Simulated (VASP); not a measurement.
A run of VASP 6.6.1 is set up as follows.

File POSCAR:

```
C
1.0
    3.0202374375      0.0000000000      0.0000000000
   -1.5101187188      2.6156023463      0.0000000000
    0.0000000000      0.0000000000      4.9985020799
C
4
Direct
    0.3333333333      0.6666666667      0.0630908783
    0.6666666667      0.3333333333      0.5630908783
    0.3333333333      0.6666666667      0.4369091217
    0.6666666667      0.3333333333      0.9369091217
```

INCAR.step1

```
PREC = Accurate ; ENCUT = 520
ISMEAR = 0 ; SIGMA = 0.1
LREAL = False ; LASPH = True
NELM = 60 ; NBANDS = 16
GGA = PE ; ALGO = Normal
EDIFF = 1E-4 ; LWAVE = True
LCHARG = False
```

INCAR.step2

```
PREC = Accurate ; ENCUT = 520
EDIFF = 1E-7 ; ISMEAR = 0
SIGMA = 0.1 ; LREAL = False
LASPH = True ; NELM = 60
ALGO = Normal ; ISIF = 2
LWAVE = False ; LCHARG = False
METAGGA = R2SCAN ; LMIXTAU = True
NBANDS = 16 ; ISTART = 1
```

Contents of KPOINTS:

```
Automatic mesh
0
Gamma
  6 6 4
```

Potentials or basis: VASP PAW PBE potentials, release 64 (C).

Launch:

```sh
$ cat potpaw_PBE.64/C/POTCAR > POTCAR
$ cp INCAR.step1 INCAR
$ mpirun -np 1 vasp_std > vasp.out
$ cp INCAR.step2 INCAR
$ mpirun -np 1 vasp_std > vasp.out
```

Question: What does it give for the largest force?

Answer: 0.315 eV/Å.

Question: Predict the pressure.

Answer: -82.4 GPa.

Question: Predict the band gap on the k mesh.

Answer: 2.51 eV, direct.

Stress tensor (GPa, compression positive):
```
-82.63   0.00   0.00
  0.00 -82.63   0.00
  0.00   0.00 -81.85
```

Caveat: the PAW data sets were made with another functional, which shifts forces and pressure a little. r2SCAN opens gaps a little over a GGA but as a rule still falls short of measured ones.
